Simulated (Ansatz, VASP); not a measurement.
This is a calculation of Pd for VASP 6.6.1.

The input INCAR:

```
ALGO = Normal ; EDIFF = 1E-7
EDIFFG = -0.01 ; ENCUT = 600
GGA = RP ; IBRION = 2
ISIF = 3 ; ISMEAR = -1
IVDW = 13 ; LASPH = T
LCHARG = F ; LREAL = F
LWAVE = F ; NELM = 60
NSW = 60 ; PREC = Accurate
SIGMA = 0.05
```

The input KPOINTS:

```
k-points
0
Gamma
  11 11 6
```

The input POSCAR:

```
Pd
1.0
    2.7836650458      0.0000000000      0.0000000000
   -1.3918325229      2.4107246453      0.0000000000
    0.0000000000      0.0000000000      4.6288930000
Pd
2
Direct
    0.3333333333      0.6666666667      0.2500000000
    0.6666666667      0.3333333333      0.7500000000
```

Potentials or basis: VASP PAW PBE potentials, release 64 (Pd).

The run is started by

```bash
$ cat potpaw_PBE.64/Pd/POTCAR > POTCAR
$ mpirun -np 1 vasp_std > vasp.out
```

Set up the same calculation for Ansatz 0.2.0. Potentials there: Ansatz PAW.

As run (the cutoff follows the program's own potentials):

File input.yaml:

```yaml
crystal:
  lattice:
    - [2.7836650458, 0.0, 0.0]
    - [-1.3918325229, 2.4107246453, 0.0]
    - [0.0, 0.0, 4.628893]
  atoms:
    - { symbol: Pd, position: [0.3333333333, 0.6666666667, 0.25] }
    - { symbol: Pd, position: [0.6666666667, 0.3333333333, 0.75] }
hamiltonian:
  xc: rpbe
  pseudopotentials: { kind: paw }
  dispersion: d4
kpoints:
  mp_grid: { grid: [11, 11, 6] }
scf:
  occupations: { method: fermi_dirac, width: 0.05 }
output:
  forces: true
  stress: true
  eigenvalues: true
relax:
  f_tol: 0.01
  max_steps: 40
  cell: { stress_tol: 0.05 }
```

Potentials or basis: Ansatz PAW.

Launch:

```sh
$ ansatz run input.yaml --threads 2 --pin off --max-ram 5632MiB --backend cpu --events-out ev --progress --plain --runs-dir out
```

Both were run:

|  | VASP | Ansatz | Ansatz less VASP |
| --- | --- | --- | --- |
| gap on the k mesh at the Fermi level, each at its own relaxed structure (eV) | none | none | - |
| relaxed volume (Å³/atom) | 14.97 | 14.99 | +0.025 |
| relaxed cell length with the largest relative difference (Å) | 4.575 | 4.581 | +0.0068 |

VASP's potentials were made for PBE, not for RPBE. A gap of «none» marks a metal or a gap that the smearing closes. VASP's potentials hold 20 valence electrons a cell and Ansatz's 36, so a difference there can come from the potentials and not from the codes.

Noted on Ansatz's run: the plane-wave basis is chosen anew once the cell has moved, so the energies of steps on either side of that aren't comparable.
